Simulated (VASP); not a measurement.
# HfO2 (Fm-3m) in VASP: further runs

Aim: see how the results for HfO2 move with the level of theory and the settings. Levels: PBE, HSE06. Tasks: single point.

Everything below comes from runs of VASP 6.6.1. Logs are shortened: lines on timing, memory, paths and dates and some standing lists are left out, and cuts for length are marked.

## Step 1: The cell of the first run

The structure is cubic, space group Fm-3m (No. 225). Conventional cell: a = 5.058 Å, b = 5.058 Å, c = 5.058 Å, α = 90.00°, β = 90.00°, γ = 90.00°. Hf (site symmetry m-3m) has 8 O at 2.19 Å within 2.9 Å. O (site symmetry -43m) has 4 Hf at 2.19 Å and 6 O at 2.53 Å within 2.9 Å.

## Step 2: Single point, PBE, non-collinear spin, zero start, spin-orbit coupling

The input, INCAR:

```
PREC = Accurate
ENCUT = 520
EDIFF = 1E-7
ISMEAR = 0
SIGMA = 0.01
LREAL = F
LASPH = T
NELM = 150
ALGO = Normal
ISIF = 2
LWAVE = F
LCHARG = T
MAGMOM = 0 0 0 0 0 0 0 0 0
LORBIT = 11
LSORBIT = T
GGA_COMPAT = F
LORBMOM = T
LMAXMIX = 4
GGA = PE
LVHAR = T
NBANDS = 35
```

The input, KPOINTS:

```
regular mesh
0
Gamma
  8 8 8
```

The input, POSCAR:

```
HfO2
1.0
    0.0000000000      2.5291822339      2.5291822339
    2.5291822339      0.0000000000      2.5291822339
    2.5291822339      2.5291822339      0.0000000000
Hf O
1 2
Direct
    0.0000000000      0.0000000000      0.0000000000
    0.7500000000      0.7500000000      0.7500000000
    0.2500000000      0.2500000000      0.2500000000
```

Potentials or basis: VASP PAW PBE potentials, release 64 (Hf_pv, O).

Launch:

```
$ cat potpaw_PBE.64/Hf_pv/POTCAR potpaw_PBE.64/O/POTCAR > POTCAR
$ mpirun -np 1 vasp_ncl > vasp.out
```

OUTCAR:

```text
PREC = Accurate
   ENCUT = 520
   EDIFF = 1E-7
   ISMEAR = 0
   LREAL = F
   LASPH = T
   NELM = 150
   ISIF = 2
   LORBIT = 11
   LSORBIT = T
   GGA = PE

 ion  position               nearest neighbor table
   1  0.000  0.000  0.000-   2 2.19   2 2.19   2 2.19   3 2.19   3 2.19   3 2.19   3 2.19   2 2.19

   2  0.750  0.750  0.750-   1 2.19   1 2.19   1 2.19   1 2.19
   3  0.250  0.250  0.250-   1 2.19   1 2.19   1 2.19   1 2.19

  LATTYP: Found a face centered cubic cell.
 ALAT       =     5.0583644678

  Lattice vectors:

 A1 = (   0.0000000000,   2.5291822339,   2.5291822339)
 A2 = (   2.5291822339,   0.0000000000,   2.5291822339)
 A3 = (   2.5291822339,   2.5291822339,   0.0000000000)

Analysis of symmetry for initial positions (statically):
=====================================================================
 Subroutine PRICEL returns:
 Original cell was already a primitive cell.

 Routine SETGRP: Setting up the symmetry group for a
 face centered cubic supercell.

 Subroutine GETGRP returns: Found 48 space group operations
 (whereof 48 operations were pure point group operations)
 out of a pool of 48 trial point group operations.

The static configuration has the point symmetry O_h .

Analysis of symmetry for dynamics (positions and initial velocities):
=====================================================================
 Subroutine PRICEL returns:
 Original cell was already a primitive cell.

 Routine SETGRP: Setting up the symmetry group for a
 face centered cubic supercell.

 Subroutine GETGRP returns: Found 48 space group operations
 (whereof 48 operations were pure point group operations)
 out of a pool of 48 trial point group operations.

The dynamic configuration has the point symmetry O_h .

Analysis of structural, dynamic, and magnetic symmetry:
=====================================================================
 Subroutine PRICEL returns:
 Original cell was already a primitive cell.

 Routine SETGRP: Setting up the symmetry group for a
 face centered cubic supercell.

 Subroutine GETGRP returns: Found 48 space group operations
 (whereof 48 operations were pure point group operations)
 out of a pool of 48 trial point group operations.

The overall configuration has the point symmetry O_h .

 Subroutine INISYM returns: Found 48 space group operations
 (whereof 48 operations are pure point group operations),
 and found     1 'primitive' translations

----------------------------------------------------------------------------------------

                                     Primitive cell

  volume of cell :      32.3572
[... 1064 lines left out ...]
      1.26459      1.26459      1.26459        -0.000000     -0.000000      0.000000
 -----------------------------------------------------------------------------------
    total drift:                                0.000000      0.000000      0.000000

  FREE ENERGIE OF THE ION-ELECTRON SYSTEM (eV)
  ---------------------------------------------------
  free  energy   TOTEN  =       -30.8687832347 eV

  energy  without entropy=      -30.8687832347  energy(sigma->0) =      -30.86878323

 orbital moment (x)

 # of ion     p       d       tot
 ----------------------------------------
  1         0.000  -0.000  -0.000
  2        -0.000   0.000  -0.000
  3        -0.000   0.000  -0.000
 ----------------------------------------
           -0.000  -0.000  -0.000

 orbital moment (y)

 # of ion     p       d       tot
 ----------------------------------------
  1         0.000   0.000   0.000
  2        -0.000   0.000  -0.000
  3         0.000   0.000   0.000
 ----------------------------------------
            0.000   0.000   0.000

 orbital moment (z)

 # of ion     p       d       tot
 ----------------------------------------
  1         0.000   0.000   0.000
  2         0.000   0.000   0.000
  3         0.000   0.000   0.000
 ----------------------------------------
            0.000   0.000   0.000

 Spin-Orbit-Coupling matrix elements

 Ion:    1  E_soc:     -1.2334197
 l=   1
     0.0000000    -0.2018801    -0.2018801
    -0.2018801     0.0000000    -0.2018801
    -0.2018801    -0.2018801     0.0000000
 l=   2
     0.0000000    -0.0009032     0.0000000    -0.0009032    -0.0027867
    -0.0009032     0.0000000    -0.0020900    -0.0009032    -0.0006967
     0.0000000    -0.0020900     0.0000000    -0.0020900     0.0000000
    -0.0009032    -0.0009032    -0.0020900     0.0000000    -0.0006967
    -0.0027867    -0.0006967     0.0000000    -0.0006967     0.0000000
 l=   3
     0.0000000     0.0000000     0.0000000     0.0000000     0.0000000     0.0000000     0.0000000
     0.0000000     0.0000000     0.0000000     0.0000000     0.0000000     0.0000000     0.0000000
     0.0000000     0.0000000     0.0000000     0.0000000     0.0000000     0.0000000     0.0000000
     0.0000000     0.0000000     0.0000000     0.0000000     0.0000000     0.0000000     0.0000000
[... 29 lines left out ...]
 l=   2
     0.0000000     0.0000000     0.0000000     0.0000000     0.0000000
     0.0000000     0.0000000     0.0000000     0.0000000     0.0000000
     0.0000000     0.0000000     0.0000000     0.0000000     0.0000000
     0.0000000     0.0000000     0.0000000     0.0000000     0.0000000
     0.0000000     0.0000000     0.0000000     0.0000000     0.0000000
 l=   3
     0.0000000     0.0000000     0.0000000     0.0000000     0.0000000     0.0000000     0.0000000
     0.0000000     0.0000000     0.0000000     0.0000000     0.0000000     0.0000000     0.0000000
     0.0000000     0.0000000     0.0000000     0.0000000     0.0000000     0.0000000     0.0000000
     0.0000000     0.0000000     0.0000000     0.0000000     0.0000000     0.0000000     0.0000000
     0.0000000     0.0000000     0.0000000     0.0000000     0.0000000     0.0000000     0.0000000
     0.0000000     0.0000000     0.0000000     0.0000000     0.0000000     0.0000000     0.0000000
     0.0000000     0.0000000     0.0000000     0.0000000     0.0000000     0.0000000     0.0000000

 total charge

# of ion       s       p       d       tot
------------------------------------------
    1        0.295   6.631   1.379   8.305
    2        1.562   3.557   0.000   5.119
    3        1.562   3.557   0.000   5.119
--------------------------------------------------
tot          3.418  13.744   1.379  18.542

 magnetization (x)

# of ion       s       p       d       tot
------------------------------------------
    1        0.000   0.000  -0.000   0.000
    2        0.000  -0.000   0.000  -0.000
    3       -0.000  -0.000   0.000  -0.000
--------------------------------------------------
tot          0.000  -0.000  -0.000  -0.000

 magnetization (y)

# of ion       s       p       d       tot
------------------------------------------
    1        0.000   0.000   0.000   0.000
    2        0.000  -0.000   0.000  -0.000
    3        0.000  -0.000   0.000  -0.000
--------------------------------------------------
tot          0.000  -0.000   0.000  -0.000

 magnetization (z)

# of ion       s       p       d       tot
------------------------------------------
    1        0.000   0.000   0.000   0.000
    2       -0.000   0.000   0.000  -0.000
    3       -0.000  -0.000   0.000  -0.000
--------------------------------------------------
tot         -0.000  -0.000   0.000  -0.000
```

Run time: 41 s. Hardware: 1 thread of Intel Xeon 6975P-C (Granite Rapids), shared host; peak memory 0.26 GiB.

What came out:

* Free energy: -30.8688 eV
* Pressure: 2.3 GPa
* Net moment: 0.00 μB per cell
* Valence electrons inside the program's atomic spheres: Hf 8.30; O 5.12

Moments on the atoms (μB; x, y, z):
```
Hf  0.00 0.00 0.00
O   0.00 0.00 0.00
O   0.00 0.00 0.00
```

## Step 3: Single point, HSE06

POSCAR is that of step 2.

The input, INCAR.step1:

```
SYSTEM = HfO2
PREC     = Accurate       ! precision mode
ENCUT    = 520            ! plane-wave cutoff, eV
EDIFF    = 1E-5           ! SCF threshold, eV
ISMEAR   = 0              ! smearing method
SIGMA    = 0.01           ! smearing width, eV
LREAL    = .FALSE.        ! projectors in reciprocal space
LASPH    = .TRUE.         ! aspherical terms in the spheres
NELM     = 60             ! most SCF steps
ALGO     = Normal         ! electronic algorithm
ISIF     = 2              ! what is computed and relaxed
LWAVE    = .TRUE.         ! write WAVECAR
LCHARG   = .FALSE.        ! write CHGCAR
GGA      = PE             ! functional
NBANDS   = 18             ! bands
```

The input, INCAR.step2:

```
SYSTEM = HfO2
PREC     = Accurate       ! precision mode
ENCUT    = 520            ! plane-wave cutoff, eV
EDIFF    = 1E-7           ! SCF threshold, eV
ISMEAR   = 0              ! smearing method
SIGMA    = 0.01           ! smearing width, eV
LREAL    = .FALSE.        ! projectors in reciprocal space
LASPH    = .TRUE.         ! aspherical terms in the spheres
NELM     = 60             ! most SCF steps
ALGO     = Normal         ! electronic algorithm
ISIF     = 2              ! what is computed and relaxed
LWAVE    = .FALSE.        ! write WAVECAR
LCHARG   = .FALSE.        ! write CHGCAR
GGA      = PE             ! functional
LHFCALC  = .TRUE.         ! exact exchange
HFSCREEN = 0.2079         ! screening, 1/A
PRECFOCK = Normal       
ISTART   = 1            
NBANDS   = 18             ! bands
```

The input, KPOINTS:

```
Automatic mesh
0
G
  6 6 6
  0 0 0
```

Potentials or basis: VASP PAW PBE potentials, release 64 (Hf_pv, O).

Launch:

```
$ cat potpaw_PBE.64/Hf_pv/POTCAR potpaw_PBE.64/O/POTCAR > POTCAR
$ cp INCAR.step1 INCAR
$ mpirun -np 1 vasp_std > vasp.out
$ cp INCAR.step2 INCAR
$ mpirun -np 1 vasp_std > vasp.out
```

OUTCAR:

```text
SYSTEM = HfO2
   PREC = Accurate
   ENCUT = 520
   EDIFF = 1E-7
   ISMEAR = 0
   LREAL = .FALSE.
   LASPH = .TRUE.
   NELM = 60
   ISIF = 2
   GGA = PE
   LHFCALC = .TRUE.
   HFSCREEN = 0.2079
   PRECFOCK = Normal
   ISTART = 1

 ion  position               nearest neighbor table
   1  0.000  0.000  0.000-   2 2.19   2 2.19   2 2.19   3 2.19   3 2.19   3 2.19   3 2.19   2 2.19

   2  0.750  0.750  0.750-   1 2.19   1 2.19   1 2.19   1 2.19
   3  0.250  0.250  0.250-   1 2.19   1 2.19   1 2.19   1 2.19

  LATTYP: Found a face centered cubic cell.
 ALAT       =     5.0583644678

  Lattice vectors:

 A1 = (   0.0000000000,   2.5291822339,   2.5291822339)
 A2 = (   2.5291822339,   0.0000000000,   2.5291822339)
 A3 = (   2.5291822339,   2.5291822339,   0.0000000000)

Analysis of symmetry for initial positions (statically):
=====================================================================
 Subroutine PRICEL returns:
 Original cell was already a primitive cell.

 Routine SETGRP: Setting up the symmetry group for a
 face centered cubic supercell.

[... 164 lines left out ...]
  free energy    TOTEN  =       -36.26097414 eV

  energy without entropy =      -36.26097414  energy(sigma->0) =      -36.26097414

 E-fermi :   3.3500     XC(G=0):  -9.7254

 val. band max:        3.2934883444   @ k =   0.5000   0.5000   0.0000
 cond. band min:       8.6575205595   @ k =   0.5000   0.5000   0.0000
 fundamental gap:      5.3640322151
 Fermi energy:         3.3500006816

 k-point     1 :       0.0000    0.0000    0.0000
  band No.  band energies     occupation
      1     -27.8778      2.00000
      2     -27.8778      2.00000
      3     -27.8778      2.00000
      4     -17.2027      2.00000
      5     -13.9654      2.00000
      6      -2.5345      2.00000
[... 313 lines left out ...]
      5     -14.9472      2.00000
      6      -3.0498      2.00000
[... 10 lines left out ...]
     17      18.2373      0.00000
     18      18.9257      0.00000

------------------------ aborting loop because EDIFF is reached ----------------------------------------

  FORCE on cell =-STRESS in cart. coord.  units (eV):
  Direction    XX          YY          ZZ          XY          YZ          ZX
  --------------------------------------------------------------------------------------
  -------------------------------------------------------------------------------------
  Total       -1.0624446     -1.0624446     -1.0624446      0.0000000      0.0000000      0.0000000
  in kB      -52.6073620    -52.6073620    -52.6073620      0.0000000      0.0000000      0.0000000
  external PRESSURE =     -52.6073620 kB  Pullay stress =       0.0000000 kB

 VOLUME and BASIS-vectors are now :
 -----------------------------------------------------------------------------
  energy-cutoff  :      520.00
  volume of cell :       32.36
      direct lattice vectors                 reciprocal lattice vectors
     0.000000000  2.529182234  2.529182234    -0.197692358  0.197692358  0.197692358
     2.529182234  0.000000000  2.529182234     0.197692358 -0.197692358  0.197692358
     2.529182234  2.529182234  0.000000000     0.197692358  0.197692358 -0.197692358

 POSITION                                       TOTAL-FORCE (eV/Angst)
 -----------------------------------------------------------------------------------
      0.00000      0.00000      0.00000         0.000000      0.000000     -0.000000
      3.79377      3.79377      3.79377        -0.000000     -0.000000     -0.000000
      1.26459      1.26459      1.26459         0.000000     -0.000000      0.000000
 -----------------------------------------------------------------------------------
    total drift:                                0.000006      0.000008      0.000008

  FREE ENERGIE OF THE ION-ELECTRON SYSTEM (eV)
  ---------------------------------------------------
  free  energy   TOTEN  =       -36.2609741359 eV

  energy  without entropy=      -36.2609741359  energy(sigma->0) =      -36.26097414
```

OUTCAR.step1:

```text
SYSTEM = HfO2
   PREC = Accurate
   ENCUT = 520
   EDIFF = 1E-5
   ISMEAR = 0
   LREAL = .FALSE.
   LASPH = .TRUE.
   NELM = 60
[... 550 lines left out ...]
      0.00000      0.00000      0.00000        -0.000000     -0.000000     -0.000000
      3.79377      3.79377      3.79377         0.000000      0.000000     -0.000000
      1.26459      1.26459      1.26459        -0.000000     -0.000000      0.000000
 -----------------------------------------------------------------------------------
    total drift:                                0.000000      0.000000      0.000000

  FREE ENERGIE OF THE ION-ELECTRON SYSTEM (eV)
  ---------------------------------------------------
  free  energy   TOTEN  =       -30.2459959438 eV

  energy  without entropy=      -30.2459959438  energy(sigma->0) =      -30.24599594
```

Wall time 87 min (1 thread of Oxide Virtual Turin-like, shared host); peak memory 0.23 GiB.

What came out:

```yaml
Free_energy: -36.2610 eV
Pressure: -5.3 GPa
Band_gap_on_the_k_mesh: 5.36 eV
```

Caveat: the cell stands under tension; the PAW data sets were made with another functional, which shifts forces and pressure a little; spin-orbit coupling is left out, which moves the levels of the heavy elements.
